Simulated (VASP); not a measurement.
# LaH3 (Fm-3m) in VASP: further runs

LaH3 is run at these levels: LDA; tasks: single point, relaxation of cell and atoms.

Everything below comes from runs of VASP 6.6.1. Logs are shortened: lines on timing, memory, paths and dates and some standing lists are left out, and cuts for length are marked.

**1. The cell of the first run**

It takes space group Fm-3m (No. 225, cubic). The conventional cell has a = 5.467 Å, b = 5.467 Å, c = 5.467 Å, α = 90.00°, β = 90.00°, γ = 90.00°. Within 3.1 Å of La (site symmetry m-3m) lie 14 H at 2.37 to 2.73 Å. Within 3.1 Å of H (site symmetry m-3m) lie 8 H at 2.37 Å and 6 La at 2.73 Å. H (site symmetry -43m) has 4 La at 2.37 Å and 10 H at 2.37 to 2.73 Å within 3.1 Å.

**2. Single point, LDA**

File INCAR:

```
SYSTEM = LaH3
ALGO     = Normal         ! electronic algorithm
EDIFF    = 1E-6           ! SCF threshold, eV
ENCUT    = 520            ! plane-wave cutoff, eV
ISIF     = 2              ! what is computed and relaxed
ISMEAR   = -1             ! smearing method
LASPH    = .True.         ! aspherical terms in the spheres
LCHARG   = .True.         ! write CHGCAR
LELF     = .True.         ! ELF
LREAL    = .False.        ! projectors in reciprocal space
LVHAR    = .True.       
LWAVE    = .False.        ! write WAVECAR
NBANDS   = 15             ! bands
NELM     = 100            ! most SCF steps
PREC     = Accurate       ! precision mode
SIGMA    = 0.05           ! smearing width, eV
```

File KPOINTS:

```
k-points
0
Gamma
  12 12 12
  0 0 0
```

File POSCAR:

```
LaH3
1.0
    0.0000000000      2.7334070694      2.7334070694
    2.7334070694      0.0000000000      2.7334070694
    2.7334070694      2.7334070694      0.0000000000
La H
1 3
Direct
    0.0000000000      0.0000000000      0.0000000000
    0.5000000000      0.5000000000      0.5000000000
    0.7500000000      0.7500000000      0.7500000000
    0.2500000000      0.2500000000      0.2500000000
```

Potentials or basis: VASP PAW LDA potentials, release 64 (La, H).

Run with:

```sh
$ cat potpaw_LDA.64/La/POTCAR potpaw_LDA.64/H/POTCAR > POTCAR
$ mpirun -np 1 vasp_std > vasp.out
```

OUTCAR:

```text
SYSTEM = LaH3
   EDIFF = 1E-6
   ENCUT = 520
   ISIF = 2
   ISMEAR = -1
   LASPH = .True.
   LREAL = .False.
   NELM = 100
   PREC = Accurate

 ion  position               nearest neighbor table
   1  0.000  0.000  0.000-
   2  0.500  0.500  0.500-
   3  0.750  0.750  0.750-
   4  0.250  0.250  0.250-

  LATTYP: Found a face centered cubic cell.
 ALAT       =     5.4668141388

  Lattice vectors:

 A1 = (   0.0000000000,   2.7334070694,   2.7334070694)
 A2 = (   2.7334070694,   0.0000000000,   2.7334070694)
 A3 = (   2.7334070694,   2.7334070694,   0.0000000000)

Analysis of symmetry for initial positions (statically):
=====================================================================
 Subroutine PRICEL returns:
 Original cell was already a primitive cell.

 Routine SETGRP: Setting up the symmetry group for a
 face centered cubic supercell.

 Subroutine GETGRP returns: Found 48 space group operations
 (whereof 48 operations were pure point group operations)
 out of a pool of 48 trial point group operations.

The static configuration has the point symmetry O_h .

Analysis of symmetry for dynamics (positions and initial velocities):
=====================================================================
 Subroutine PRICEL returns:
 Original cell was already a primitive cell.

 Routine SETGRP: Setting up the symmetry group for a
 face centered cubic supercell.

 Subroutine GETGRP returns: Found 48 space group operations
 (whereof 48 operations were pure point group operations)
 out of a pool of 48 trial point group operations.

The dynamic configuration has the point symmetry O_h .

 Subroutine INISYM returns: Found 48 space group operations
 (whereof 48 operations are pure point group operations),
 and found     1 'primitive' translations

----------------------------------------------------------------------------------------

                                     Primitive cell

  volume of cell :      40.8454

  direct lattice vectors                    reciprocal lattice vectors
     0.000000000  2.733407069  2.733407069    -0.182921895  0.182921895  0.182921895
     2.733407069  0.000000000  2.733407069     0.182921895 -0.182921895  0.182921895
     2.733407069  2.733407069  0.000000000     0.182921895  0.182921895 -0.182921895

  length of vectors
     3.865621349  3.865621349  3.865621349     0.316830015  0.316830015  0.316830015

  position of ions in fractional coordinates (direct lattice)
     0.000000000  0.000000000  0.000000000
     0.500000000  0.500000000  0.500000000
     0.750000000  0.750000000  0.750000000
     0.250000000  0.250000000  0.250000000

  ion indices of the primitive-cell ions
   primitive index   ion index
                 1           1
                 2           2
                 3           3
                 4           4

----------------------------------------------------------------------------------------

 KPOINTS: k-points

Automatic generation of k-mesh.
 Grid dimensions read from file:
 generate k-points for:   12   12   12

 Generating k-lattice:

  Cartesian coordinates                     Fractional coordinates (reciprocal lattice)
    -0.015243491  0.015243491  0.015243491     0.083333333  0.000000000  0.000000000
     0.015243491 -0.015243491  0.015243491     0.000000000  0.083333333  0.000000000
     0.015243491  0.015243491 -0.015243491     0.000000000  0.000000000  0.083333333

  Length of vectors
     0.026402501  0.026402501  0.026402501

  Shift w.r.t. Gamma in fractional coordinates (k-lattice)
     0.000000000  0.000000000  0.000000000

 Subroutine IBZKPT returns following result:
 ===========================================

 Found     72 irreducible k-points:

 Following reciprocal coordinates:
            Coordinates               Weight
  0.000000  0.000000  0.000000      1.000000
  0.083333  0.000000  0.000000      8.000000
  0.166667  0.000000  0.000000      8.000000
  0.250000  0.000000  0.000000      8.000000
  0.333333  0.000000  0.000000      8.000000
  0.416667  0.000000  0.000000      8.000000
[... 16 lines left out ...]
  0.500000  0.166667  0.000000     24.000000
 -0.416667  0.166667  0.000000     24.000000
 [... further k-points ...]
   k-points           NKPTS =     72   k-points in BZ     NKDIM =     72   number of bands    NBANDS=     15
   number of dos      NEDOS =    301   number of ions     NIONS =      4
   total plane-waves  NPLWV =  27000
   dimension x,y,z NGX =    30 NGY =   30 NGZ =   30
   dimension x,y,z NGXF=    60 NGYF=   60 NGZF=   60
   ions per type =               1   3
   NGX,Y,Z   is equivalent  to a cutoff of  12.90, 12.90, 12.90 a.u.
   NGXF,Y,Z  is equivalent  to a cutoff of  25.80, 25.80, 25.80 a.u.
 SYSTEM =  LaH3
   PREC   = accura    normal or accurate (medium, high low for compatibility)
   ISTART =      0    job   : 0-new  1-cont  2-samecut
   ICHARG =      2    charge: 1-file 2-atom 10-const
   ISPIN  =      1    spin polarized calculation?
   LNONCOLLINEAR =      F non collinear calculations
   LSORBIT =      F    spin-orbit coupling
   LASPH  =      T    aspherical Exc in radial PAW
   ENCUT  =  520.0 eV  38.22 Ry    6.18 a.u.   7.19  7.19  7.19*2*pi/ulx,y,z
   NELM   =    100;   NELMIN=  2; NELMDL= -5     # of ELM steps
   EDIFF  = 0.1E-05   stopping-criterion for ELM
   LREAL  =      F    real-space projection
   EDIFFG = 0.1E-04   stopping-criterion for IOM
   NSW    =      0    number of steps for IOM
   IBRION =     -1    ionic relax: 0-MD 1-quasi-New 2-CG
   NFREE  =      0    steps in history (QN), initial steepest desc. (CG)
   ISIF   =      2    stress and relaxation
   ISYM   =      2    0-nonsym 1-usesym 2-fastsym
   POTIM  = 0.5000    time-step for ionic-motion
   TEBEG  =    0.0;   TEEND  =   0.0 temperature during run
   PSTRESS=    0.0 pullay stress
   NELECT =      14.0000    total number of electrons
   NUPDOWN=      -1.0000    fix difference up-down
   EMIN   =  10.00;   EMAX   =-10.00  energy-range for DOS
   EFERMI =   0.00;   METHOD = LEGACY
   ISMEAR =    -1;   SIGMA  =   0.05  broadening in eV -4-tet -1-fermi 0-gaus
   EFERMI_NEDOS =   21; number of points for ismear=-14 and -15
   IALGO  =     38    algorithm
   IMIX   =      4    mixing-type and parameters
     AMIX     =   0.40;   BMIX     =  1.00
     AMIX_MAG =   1.60;   BMIX_MAG =  1.00
  volume/ion in A,a.u.               =      10.21        68.91
  Fermi-wavevector in a.u.,A,eV,Ry     =   1.145697  2.165054 17.859309  1.312622
  Thomas-Fermi vector in A             =   2.282385
   LORBIT       =      0    0 simple, 1 ext, 2 COOP (PROOUT), +10 PAW based schemes
   GGA     = CA    functional components
   LHFCALC =     F    Hartree Fock is set to
   AEXX    =    0.0000 exact exchange contribution
   IVDW    =     0    specifies the selected vdW correction
   LEPSILON=     F    determine dielectric tensor
   LRPA    =     F    only Hartree local field effects (RPA)
 non-spin polarized calculation
  energy-cutoff  :      520.00
  volume of cell :       40.85
 maximum number of plane-waves:      1124
 NGX is ok and might be reduce to    30
   NGX = 15   NGY = 15   NGZ = 15

 number of electron      14.0000000 magnetization

 Free energy of the ion-electron system (eV)
  ---------------------------------------------------
  ext. energy  EPLUGINS =         0.00000000
  ---------------------------------------------------
  free energy    TOTEN  =       -18.62403567 eV

  energy without entropy =      -18.62211131  energy(sigma->0) =      -18.62307349

 E-fermi :   8.1598     XC(G=0): -10.5317

 val. band max:        8.0939765055   @ k =   0.0833   0.0833   0.0000
 cond. band min:       8.1872622827   @ k =   0.5000   0.0000   0.0000
 fundamental gap:      0.0932857772
 Fermi energy:         8.1597591745

 k-point     1 :       0.0000    0.0000    0.0000
  band No.  band energies     occupation
      1     -24.9901      2.00000
      2      -8.1932      2.00000
      3      -8.1932      2.00000
      4      -8.1932      2.00000
      5      -0.0758      2.00000
      6       5.0920      2.00000
      7       8.3731      0.02768
      8       8.3731      0.02768
      9       8.3731      0.02768
     10       8.7928      0.00001
     11       9.3589      0.00000
     12       9.3589      0.00000
     13       9.3589      0.00000
     14      10.0217      0.00000
     15      10.0217      0.00000

 k-point     2 :       0.0833    0.0000    0.0000
  band No.  band energies     occupation
      1     -24.9791      2.00000
      2      -8.3093      2.00000
      3      -8.2038      2.00000
      4      -8.2038      2.00000
      5       0.1220      2.00000
      6       4.8171      2.00000
      7       8.2187      0.47052
      8       8.4293      0.00907
      9       8.4293      0.00907
     10       8.7696      0.00001
     11       9.3428      0.00000
     12       9.3428      0.00000
     13       9.7554      0.00000
     14      10.0210      0.00000
     15      10.0220      0.00000

 k-point     3 :       0.1667    0.0000    0.0000
  band No.  band energies     occupation
      1     -24.9490      2.00000
      2      -8.6072      2.00000
      3      -8.2326      2.00000
      4      -8.2326      2.00000
      5       0.6422      2.00000
      6       4.3028      2.00000
      7       7.4592      2.00000
      8       8.5319      0.00117
      9       8.5319      0.00117
     10       9.3127      0.00000
     11       9.3127      0.00000
     12       9.3715      0.00000
     13      10.0064      0.00000
     14      10.0064      0.00000
     15      10.0429      0.00000
[... 343 lines left out ...]
 k-point    23 :       0.5000    0.1667    0.0000
  band No.  band energies     occupation
      1     -24.8086      2.00000
      2      -9.4875      2.00000
      3      -8.5865      2.00000
      4      -8.4191      2.00000
      5       2.4415      2.00000
      6       3.8386      2.00000
      7       4.8675      2.00000
      8       8.6663      0.00008
      9       9.2651      0.00000
     10       9.3411      0.00000
     11       9.4844      0.00000
     12       9.8734      0.00000
     13       9.8745      0.00000
     14       9.9215      0.00000
     15      10.2038      0.00000

 k-point    24 :      -0.4167    0.1667    0.0000
  band No.  band energies     occupation
      1     -24.8057      2.00000
      2      -9.4972      2.00000
      3      -8.6339      2.00000
      4      -8.3927      2.00000
      5       2.4900      2.00000
      6       3.9346      2.00000
      7       4.8033      2.00000
      8       8.5989      0.00031
      9       9.2555      0.00000
     10       9.3958      0.00000
     11       9.4250      0.00000
     12       9.8755      0.00000
     13       9.8913      0.00000
     14       9.9037      0.00000
     15      10.1765      0.00000

 [... further k-points ...]
[... 5 lines left out ...]
  --------------------------------------------------------------------------------------
  -------------------------------------------------------------------------------------
  Total       -0.0505548     -0.0505548     -0.0505548     -0.0000000     -0.0000000     -0.0000000
  in kB       -1.9830324     -1.9830324     -1.9830324     -0.0000000     -0.0000000     -0.0000000
  external PRESSURE =      -1.9830324 kB  Pullay stress =       0.0000000 kB

 VOLUME and BASIS-vectors are now :
 -----------------------------------------------------------------------------
  energy-cutoff  :      520.00
  volume of cell :       40.85
      direct lattice vectors                 reciprocal lattice vectors
     0.000000000  2.733407069  2.733407069    -0.182921895  0.182921895  0.182921895
     2.733407069  0.000000000  2.733407069     0.182921895 -0.182921895  0.182921895
     2.733407069  2.733407069  0.000000000     0.182921895  0.182921895 -0.182921895

 POSITION                                       TOTAL-FORCE (eV/Angst)
 -----------------------------------------------------------------------------------
      0.00000      0.00000      0.00000         0.000000     -0.000000     -0.000000
      2.73341      2.73341      2.73341         0.000000     -0.000000     -0.000000
      4.10011      4.10011      4.10011        -0.000000      0.000000      0.000000
      1.36670      1.36670      1.36670         0.000000      0.000000      0.000000
 -----------------------------------------------------------------------------------
    total drift:                                0.000000     -0.000000     -0.000000

  FREE ENERGIE OF THE ION-ELECTRON SYSTEM (eV)
  ---------------------------------------------------
  free  energy   TOTEN  =       -18.6240356744 eV

  energy  without entropy=      -18.6221113106  energy(sigma->0) =      -18.62307349
```

Wall time 48 s (1 thread of Oxide Virtual Turin-like, shared host); peak memory 0.16 GiB.

What came out:

```yaml
Free_energy: -18.6240 eV
Pressure: -0.2 GPa
Band_gap_on_the_k_mesh: zero (bands 7 and 8 overlap by 0.19 eV)
```

Levels at points of the mesh, in eV from the Fermi level:
```csv
k point,band 4,band 5,band 6,band 7,band 8,band 9,band 10,band 11
"(0.00, 0.00, 0.00)",-16.35,-8.24,-3.07,0.21,0.21,0.21,0.63,1.20
"(0.50, 0.00, 0.00)",-16.51,-6.24,-3.91,-2.21,0.03,0.03,1.29,1.29
"(0.50, 0.50, 0.00)",-16.79,-5.86,-5.73,-2.88,1.28,1.28,1.41,1.66
```

Caveat: spin-orbit coupling is left out, which moves the levels of the heavy elements.

**3. Single point, LDA**

File INCAR:

```
SYSTEM = LaH3
ALGO = Normal
EDIFF = 1E-6
ENCUT = 520
ISIF = 2
ISMEAR = -1
LASPH = .TRUE.
LCHARG = .FALSE.
LREAL = .FALSE.
LWAVE = .FALSE.
NBANDS = 15
NELM = 100
PREC = Accurate
SIGMA = 0.05
```

File KPOINTS:

```
k-points
0
G
  12 12 12
  0 0 0
```

File POSCAR:

```
LaH3
1.0
    0.0000000000      2.7330769171      2.7330769171
    2.7330769171      0.0000000000      2.7330769171
    2.7330769171      2.7330769171      0.0000000000
La H
1 3
Direct
    0.0000000000      0.0000000000      0.0000000000
    0.5000000000      0.5000000000      0.5000000000
    0.7500000000      0.7500000000      0.7500000000
    0.2500000000      0.2500000000      0.2500000000
```

Potentials or basis: VASP PAW LDA potentials, release 64 (La, H).

Run with:

```sh
$ cat potpaw_LDA.64/La/POTCAR potpaw_LDA.64/H/POTCAR > POTCAR
$ mpirun -np 1 vasp_std > vasp.out
```

Run time: 69 s. Hardware: 1 thread of Oxide Virtual Turin-like, shared host; peak memory 0.16 GiB.

The run converged. Its results:

```
Free energy            : -18.6240 eV
Pressure               : -0.2 GPa
Band gap on the k mesh : zero (bands 7 and 8 overlap by 0.19 eV)
```

Levels at points of the mesh, in eV from the Fermi level:
| k point | band 5 | band 6 | band 7 | band 8 | band 9 | band 10 |
| --- | --- | --- | --- | --- | --- | --- |
| (0.00, 0.00, 0.00) | -8.24 | -3.07 | 0.21 | 0.21 | 0.21 | 0.63 |
| (0.50, 0.00, 0.00) | -6.25 | -3.91 | -2.21 | 0.03 | 0.03 | 1.29 |
| (0.50, 0.50, 0.00) | -5.86 | -5.73 | -2.88 | 1.29 | 1.29 | 1.41 |

Caveat: spin-orbit coupling is left out, which moves the levels of the heavy elements.

(Part 1 of 2 ends here.)

The gap in the log of VASP goes by the Fermi energy; the results here count the filled bands.